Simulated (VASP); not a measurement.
Crystal: HfB2.

```
CELL_PARAMETERS angstrom
3.09756 0.00000 0.00000
-1.54878 2.68257 0.00000
0.00000 0.00000 3.43297
ATOMIC_POSITIONS crystal
Hf 0.00000 0.00000 0.00000
B 0.66667 0.33333 0.50000
B 0.33333 0.66667 0.50000
```

Base run:

| Property | Result |
| --- | --- |
| Program | VASP 6.6.1 |
| Functional | PBE |
| Potentials or basis | VASP PAW PBE potentials, release 64 (Hf_pv, B) |
| Cutoff | 520 eV |
| k mesh | 10 × 10 × 8 |
| Occupations | fermi-dirac, width 0.05 eV |
| Spin | no spin polarisation |

Its results: band gap on the k mesh zero (band 8 reaches 8.61 eV, above the bottom of band 9 at 7.74 eV); pressure 12.4 GPa.

Task: The run is repeated on the same cell with these changes: functional from PBE to r2SCAN. What comes out?

Result: Band gap on the k mesh zero (band 8 reaches 8.68 eV, above the bottom of band 9 at 7.77 eV); pressure 10.2 GPa.

Caveats: spin-orbit coupling is left out, which moves the levels of the heavy elements; the PAW data sets were made with another functional, which shifts forces and pressure a little (some runs).
